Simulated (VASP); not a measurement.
# Mo (P6/mmm) in VASP: a series of runs, part 2 of 2

VASP 6.6.1. Earlier steps stand in the parts before.

**5. Single point, PBEsol**

This run uses another cell than the first one, of 17.22 Å³/atom, 1.095 times its volume.

Input file INCAR:

```
SYSTEM = Mo
  ALGO = Normal
  EDIFF = 1E-7
  ENCUT = 520
  GGA = PS
  ISIF = 2
  ISMEAR = -1
  LASPH = .TRUE.
  LCHARG = .FALSE.
  LREAL = .FALSE.
  LWAVE = .FALSE.
  NBANDS = 13
  NELM = 60
  PREC = Accurate
  SIGMA = 0.15
```

Input file KPOINTS:

```
k-points
0
G
  12 12 11
  0 0 0
```

Input file POSCAR:

```
Mo
1.0
    2.7715076807      0.0000000000      0.0000000000
   -1.3857589062      2.4001948908      0.0000000000
    0.0000000000      0.0000000000      2.5888046455
Mo
1
Direct
    0.0000000000      0.0000000000      0.5000000000
```

Potentials or basis: VASP PAW PBE potentials, release 64 (Mo_sv).

Run with:

```bash
> cat potpaw_PBE.64/Mo_sv/POTCAR > POTCAR
> mpirun -np 1 vasp_std > vasp.out
```

OUTCAR:

```text
SYSTEM = Mo
   EDIFF = 1E-7
   ENCUT = 520
   GGA = PS
   ISIF = 2
   ISMEAR = -1
   LASPH = .TRUE.
   LREAL = .FALSE.
   NELM = 60
   PREC = Accurate

 ion  position               nearest neighbor table
   1  0.000  0.000  0.500-

  LATTYP: Found a hexagonal cell.
 ALAT       =     2.7715076807
 C/A-ratio  =     0.9340781061

  Lattice vectors:

 A1 = (   2.7715076807,   0.0000000000,   0.0000000000)
 A2 = (  -1.3857589062,   2.4001948908,   0.0000000000)
 A3 = (   0.0000000000,   0.0000000000,   2.5888046455)

Analysis of symmetry for initial positions (statically):
=====================================================================
 Subroutine PRICEL returns:
 Original cell was already a primitive cell.

 Routine SETGRP: Setting up the symmetry group for a
 hexagonal supercell.

 Subroutine GETGRP returns: Found 24 space group operations
 (whereof 24 operations were pure point group operations)
 out of a pool of 24 trial point group operations.

The static configuration has the point symmetry D_6h.

Analysis of symmetry for dynamics (positions and initial velocities):
=====================================================================
 Subroutine PRICEL returns:
 Original cell was already a primitive cell.

 Routine SETGRP: Setting up the symmetry group for a
 hexagonal supercell.

 Subroutine GETGRP returns: Found 24 space group operations
 (whereof 24 operations were pure point group operations)
 out of a pool of 24 trial point group operations.

The dynamic configuration has the point symmetry D_6h.

 Subroutine INISYM returns: Found 24 space group operations
 (whereof 24 operations are pure point group operations),
 and found     1 'primitive' translations

----------------------------------------------------------------------------------------

                                     Primitive cell

  volume of cell :      17.2211

  direct lattice vectors                    reciprocal lattice vectors
     2.771507681  0.000000000  0.000000000     0.360814443  0.208317179  0.000000000
    -1.385758906  2.400194891  0.000000000     0.000000000  0.416632834  0.000000000
     0.000000000  0.000000000  2.588804645     0.000000000  0.000000000  0.386278664

  length of vectors
     2.771507681  2.771509203  2.588804645     0.416633063  0.416632834  0.386278664

  position of ions in fractional coordinates (direct lattice)
     0.000000000  0.000000000  0.500000000

  ion indices of the primitive-cell ions
   primitive index   ion index
                 1           1

----------------------------------------------------------------------------------------

 KPOINTS: k-points

Automatic generation of k-mesh.
 Grid dimensions read from file:
 generate k-points for:   12   12   11

 Generating k-lattice:

  Cartesian coordinates                     Fractional coordinates (reciprocal lattice)
     0.030067870  0.017359765  0.000000000     0.083333333  0.000000000  0.000000000
     0.000000000  0.034719403  0.000000000     0.000000000  0.083333333  0.000000000
     0.000000000  0.000000000  0.035116242     0.000000000  0.000000000  0.090909091

  Length of vectors
     0.034719422  0.034719403  0.035116242

  Shift w.r.t. Gamma in fractional coordinates (k-lattice)
     0.000000000  0.000000000  0.000000000

 Subroutine IBZKPT returns following result:
 ===========================================

 Found    114 irreducible k-points:

 Following reciprocal coordinates:
            Coordinates               Weight
  0.000000  0.000000  0.000000      1.000000
  0.083333 -0.000000  0.000000      6.000000
  0.166667 -0.000000  0.000000      6.000000
  0.250000 -0.000000  0.000000      6.000000
  0.333333 -0.000000  0.000000      6.000000
  0.416667 -0.000000  0.000000      6.000000
[... 16 lines left out ...]
  0.250000 -0.000000  0.090909     12.000000
  0.333333 -0.000000  0.090909     12.000000
 [... further k-points ...]
   k-points           NKPTS =    114   k-points in BZ     NKDIM =    114   number of bands    NBANDS=     13
   number of dos      NEDOS =    301   number of ions     NIONS =      1
   total plane-waves  NPLWV =  11520
   dimension x,y,z NGX =    24 NGY =   24 NGZ =   20
   dimension x,y,z NGXF=    48 NGYF=   48 NGZF=   40
   ions per type =               1
   NGX,Y,Z   is equivalent  to a cutoff of  14.40, 14.40, 12.84 a.u.
   NGXF,Y,Z  is equivalent  to a cutoff of  28.79, 28.79, 25.69 a.u.
 SYSTEM =  Mo
   PREC   = accura    normal or accurate (medium, high low for compatibility)
   ISTART =      0    job   : 0-new  1-cont  2-samecut
   ICHARG =      2    charge: 1-file 2-atom 10-const
   ISPIN  =      1    spin polarized calculation?
   LNONCOLLINEAR =      F non collinear calculations
   LSORBIT =      F    spin-orbit coupling
   LASPH  =      T    aspherical Exc in radial PAW
   ENCUT  =  520.0 eV  38.22 Ry    6.18 a.u.   5.15  5.15  4.81*2*pi/ulx,y,z
   NELM   =     60;   NELMIN=  2; NELMDL= -5     # of ELM steps
   EDIFF  = 0.1E-06   stopping-criterion for ELM
   LREAL  =      F    real-space projection
   EDIFFG = 0.1E-05   stopping-criterion for IOM
   NSW    =      0    number of steps for IOM
   IBRION =     -1    ionic relax: 0-MD 1-quasi-New 2-CG
   NFREE  =      0    steps in history (QN), initial steepest desc. (CG)
   ISIF   =      2    stress and relaxation
   ISYM   =      2    0-nonsym 1-usesym 2-fastsym
   POTIM  = 0.5000    time-step for ionic-motion
   TEBEG  =    0.0;   TEEND  =   0.0 temperature during run
   PSTRESS=    0.0 pullay stress
   NELECT =      14.0000    total number of electrons
   NUPDOWN=      -1.0000    fix difference up-down
   EMIN   =  10.00;   EMAX   =-10.00  energy-range for DOS
   EFERMI =   0.00;   METHOD = LEGACY
   ISMEAR =    -1;   SIGMA  =   0.15  broadening in eV -4-tet -1-fermi 0-gaus
   EFERMI_NEDOS =   21; number of points for ismear=-14 and -15
   IALGO  =     38    algorithm
   IMIX   =      4    mixing-type and parameters
     AMIX     =   0.40;   BMIX     =  1.00
     AMIX_MAG =   1.60;   BMIX_MAG =  1.00
  volume/ion in A,a.u.               =      17.22       116.21
  Fermi-wavevector in a.u.,A,eV,Ry     =   1.527907  2.887325 31.762793  2.334499
  Thomas-Fermi vector in A             =   2.635739
   LORBIT       =      0    0 simple, 1 ext, 2 COOP (PROOUT), +10 PAW based schemes
   GGA     = PS    functional components
   LHFCALC =     F    Hartree Fock is set to
   AEXX    =    0.0000 exact exchange contribution
   IVDW    =     0    specifies the selected vdW correction
   LEPSILON=     F    determine dielectric tensor
   LRPA    =     F    only Hartree local field effects (RPA)
 non-spin polarized calculation
  energy-cutoff  :      520.00
  volume of cell :       17.22
 maximum number of plane-waves:       476
 NGX is ok and might be reduce to    24
   NGX = 11   NGY = 11   NGZ =  9

 number of electron      13.9999995 magnetization

 Free energy of the ion-electron system (eV)
  ---------------------------------------------------
  ext. energy  EPLUGINS =         0.00000000
  ---------------------------------------------------
  free energy    TOTEN  =       -10.86815491 eV

  energy without entropy =      -10.78758097  energy(sigma->0) =      -10.82786794

 E-fermi :  10.8928     XC(G=0): -12.9008

 val. band max:       10.8873718674   @ k =   0.2500   0.1667   0.3636
 cond. band min:      10.9056609221   @ k =   0.5000  -0.0000   0.3636
 fundamental gap:      0.0182890548
 Fermi energy:        10.8928497125

 k-point     1 :       0.0000    0.0000    0.0000
  band No.  band energies     occupation
      1     -50.0825      2.00000
      2     -23.4583      2.00000
      3     -23.4583      2.00000
      4     -23.4360      2.00000
      5       4.1559      2.00000
      6       6.7241      2.00000
      7      10.0239      1.99392
      8      10.0240      1.99392
      9      14.7446      0.00000
     10      14.7446      0.00000
     11      23.8254      0.00000
     12      26.2510      0.00000
     13      30.9055      0.00000

 k-point     2 :       0.0833   -0.0000    0.0000
  band No.  band energies     occupation
      1     -50.0697      2.00000
      2     -23.5454      2.00000
      3     -23.4778      2.00000
      4     -23.4269      2.00000
      5       4.4132      2.00000
      6       6.8356      2.00000
      7       9.7762      1.99883
      8      10.2620      1.97061
      9      14.4729      0.00000
     10      14.6996      0.00000
     11      24.3980      0.00000
[... 339 lines left out ...]
 k-point    24 :       0.3333   -0.0000    0.0909
  band No.  band energies     occupation
      1     -49.9222      2.00000
      2     -24.3758      2.00000
      3     -23.6616      2.00000
      4     -23.4574      2.00000
      5       6.4817      2.00000
      6       7.7302      2.00000
      7       9.8338      1.99828
      8      12.4292      0.00007
      9      13.3130      0.00000
     10      13.9276      0.00000
     11      22.8800      0.00000
     12      26.5307      0.00000
     13      27.8836      0.00000

 [... further k-points ...]
[... 5 lines left out ...]
  --------------------------------------------------------------------------------------
  -------------------------------------------------------------------------------------
  Total       -0.8690982     -0.8690973     -1.8277544      0.0000018      0.0000000      0.0000000
  in kB      -80.8569853    -80.8569066   -170.0460513      0.0001707      0.0000000      0.0000000
  external PRESSURE =    -110.5866477 kB  Pullay stress =       0.0000000 kB

 VOLUME and BASIS-vectors are now :
 -----------------------------------------------------------------------------
  energy-cutoff  :      520.00
  volume of cell :       17.22
      direct lattice vectors                 reciprocal lattice vectors
     2.771507681  0.000000000  0.000000000     0.360814443  0.208317179  0.000000000
    -1.385758906  2.400194891  0.000000000     0.000000000  0.416632834  0.000000000
     0.000000000  0.000000000  2.588804645     0.000000000  0.000000000  0.386278664

 POSITION                                       TOTAL-FORCE (eV/Angst)
 -----------------------------------------------------------------------------------
      0.00000      0.00000      1.29440         0.000000      0.000000      0.000000
 -----------------------------------------------------------------------------------
    total drift:                               -0.000000      0.000000     -0.000000

  FREE ENERGIE OF THE ION-ELECTRON SYSTEM (eV)
  ---------------------------------------------------
  free  energy   TOTEN  =       -10.8681549112 eV

  energy  without entropy=      -10.7875809749  energy(sigma->0) =      -10.82786794
```

Run time: 16 s. Hardware: 1 thread of Intel Xeon 8259CL, shared host; peak memory 0.15 GiB.

Results:

```
Free energy            : -10.8682 eV
Pressure               : -11.1 GPa
Band gap on the k mesh : zero (band 7 reaches 11.79 eV, above the bottom of band 8 at 10.02 eV)
```

Levels at points of the mesh, in eV from the Fermi level:
```tsv
k point	band 4	band 5	band 6	band 7	band 8	band 9	band 10	band 11
(0.00, 0.00, 0.00)	-34.33	-6.74	-4.17	-0.87	-0.87	3.85	3.85	12.93
(0.50, 0.00, 0.00)	-34.19	-4.74	-3.09	0.90	0.90	3.22	4.17	9.62
```

Caveat: the PAW data sets were made with another functional, which shifts forces and pressure a little.

**6. Single point, PBEsol**

This run uses another cell than the first one, of 17.72 Å³/atom, 1.126 times its volume.

Input file INCAR:

```
SYSTEM = Mo
ALGO = Normal
EDIFF = 1E-7
ENCUT = 520
GGA = PS
ISIF = 2
ISMEAR = -1
LASPH = .TRUE.
LCHARG = .FALSE.
LREAL = .FALSE.
LWAVE = .FALSE.
NBANDS = 13
NELM = 100
PREC = Accurate
SIGMA = 0.15
```

KPOINTS is that of step 5.

Input file POSCAR:

```
Mo
1.0
    2.7979045807      0.0000000000      0.0000000000
   -1.3989574044      2.4230552657      0.0000000000
    0.0000000000      0.0000000000      2.6134614118
Mo
1
Direct
    0.0000000000      0.0000000000      0.5000000000
```

Potentials or basis: VASP PAW PBE potentials, release 64 (Mo_sv).

Run with:

```bash
> cat potpaw_PBE.64/Mo_sv/POTCAR > POTCAR
> mpirun -np 1 vasp_std > vasp.out
```

OUTCAR:

```text
SYSTEM = Mo
   EDIFF = 1E-7
   ENCUT = 520
   GGA = PS
   ISIF = 2
   ISMEAR = -1
   LASPH = .TRUE.
   LREAL = .FALSE.
   NELM = 100
   PREC = Accurate

 ion  position               nearest neighbor table
   1  0.000  0.000  0.500-

  LATTYP: Found a hexagonal cell.
 ALAT       =     2.7979045807
 C/A-ratio  =     0.9340781061

  Lattice vectors:

 A1 = (   2.7979045807,   0.0000000000,   0.0000000000)
 A2 = (  -1.3989574044,   2.4230552657,   0.0000000000)
 A3 = (   0.0000000000,   0.0000000000,   2.6134614118)

Analysis of symmetry for initial positions (statically):
=====================================================================
 Subroutine PRICEL returns:
 Original cell was already a primitive cell.

 Routine SETGRP: Setting up the symmetry group for a
 hexagonal supercell.

 Subroutine GETGRP returns: Found 24 space group operations
 (whereof 24 operations were pure point group operations)
 out of a pool of 24 trial point group operations.

The static configuration has the point symmetry D_6h.

Analysis of symmetry for dynamics (positions and initial velocities):
[... 159 lines left out ...]
 val. band max:       10.4759239958   @ k =   0.0833   0.0000   0.3636
 cond. band min:      10.5042565669   @ k =   0.5000   0.0000   0.3636
 fundamental gap:      0.0283325711
 Fermi energy:        10.4805932011

 k-point     1 :       0.0000    0.0000    0.0000
  band No.  band energies     occupation
      1     -50.4937      2.00000
      2     -23.9227      2.00000
      3     -23.9227      2.00000
      4     -23.9086      2.00000
      5       3.8430      2.00000
      6       6.4567      2.00000
      7       9.6569      1.99179
      8       9.6569      1.99179
      9      14.1745      0.00000
     10      14.1745      0.00000
     11      23.3900      0.00000
     12      25.6032      0.00000
     13      30.1709      0.00000
[... 354 lines left out ...]
  band No.  band energies     occupation
      1     -50.3506      2.00000
      2     -24.7607      2.00000
      3     -24.1090      2.00000
      4     -23.9292      2.00000
      5       6.1809      2.00000
      6       7.4100      2.00000
      7       9.4364      1.99811
      8      11.9584      0.00011
      9      12.8175      0.00000
     10      13.3977      0.00000
     11      22.1682      0.00000
     12      25.8193      0.00000
     13      27.2354      0.00000

 [... further k-points ...]
[... 5 lines left out ...]
  --------------------------------------------------------------------------------------
  -------------------------------------------------------------------------------------
  Total       -1.4521536     -1.4521522     -2.3207191      0.0000031      0.0000000     -0.0000000
  in kB     -131.3139352   -131.3138075   -209.8557365      0.0002771      0.0000000     -0.0000000
  external PRESSURE =    -157.4944931 kB  Pullay stress =       0.0000000 kB

 VOLUME and BASIS-vectors are now :
 -----------------------------------------------------------------------------
  energy-cutoff  :      520.00
  volume of cell :       17.72
      direct lattice vectors                 reciprocal lattice vectors
     2.797904581  0.000000000  0.000000000     0.357410330  0.206351805  0.000000000
    -1.398957404  2.423055266  0.000000000     0.000000000  0.412702101  0.000000000
     0.000000000  0.000000000  2.613461412     0.000000000  0.000000000  0.382634308

 POSITION                                       TOTAL-FORCE (eV/Angst)
 -----------------------------------------------------------------------------------
      0.00000      0.00000      1.30673         0.000000      0.000000      0.000000
 -----------------------------------------------------------------------------------
    total drift:                                0.000000      0.000000     -0.000000

  FREE ENERGIE OF THE ION-ELECTRON SYSTEM (eV)
  ---------------------------------------------------
  free  energy   TOTEN  =       -10.8266154631 eV

  energy  without entropy=      -10.7421489542  energy(sigma->0) =      -10.78438221
```

Run time: 18 s. Hardware: 1 thread of Intel Xeon 8259CL, shared host; peak memory 0.15 GiB.

Results:

* Free energy: -10.8266 eV
* Pressure: -15.7 GPa
* Band gap on the k mesh: zero (band 7 reaches 11.32 eV, above the bottom of band 8 at 9.66 eV)

Stress tensor (GPa, compression positive):
```
-13.13   0.00   0.00
  0.00 -13.13   0.00
  0.00   0.00 -20.99
```

Levels at points of the mesh, in eV from the Fermi level:
```tsv
k point	band 5	band 6	band 7	band 8	band 9	band 10
(0.00, 0.00, 0.00)	-6.64	-4.02	-0.82	-0.82	3.69	3.69
(0.50, 0.00, 0.00)	-4.58	-3.01	0.84	0.88	3.09	4.01
```

Caveat: the PAW data sets were made with another functional, which shifts forces and pressure a little.

**7. Summary**

```csv
cell,gap on the mesh (eV),pressure (GPa)
"a = 2.689, b = 2.689, c = 2.512 Å, angles 90.0, 90.0, 120.0°, 1 atom",none,8.4
"a = 2.717, b = 2.717, c = 2.538 Å, angles 90.0, 90.0, 120.0°, 1 atom",none,0.9
"a = 2.745, b = 2.745, c = 2.564 Å, angles 90.0, 90.0, 120.0°, 1 atom",none,-5.6
"a = 2.772, b = 2.772, c = 2.589 Å, angles 90.0, 90.0, 120.0°, 1 atom",none,-11.1
"a = 2.798, b = 2.798, c = 2.613 Å, angles 90.0, 90.0, 120.0°, 1 atom",none,-15.7
```

Alike in all rows: task single point; level PBEsol; potentials or basis VASP PAW PBE potentials, release 64 (Mo_sv); no spin polarisation; k mesh 12 × 12 × 11; cutoff (eV) 520; smearing fermi-dirac 0.15 eV.

Caveats: the PAW data sets were made with another functional, which shifts forces and pressure a little.

Absolute energies hang on the potentials; compare differences alone.
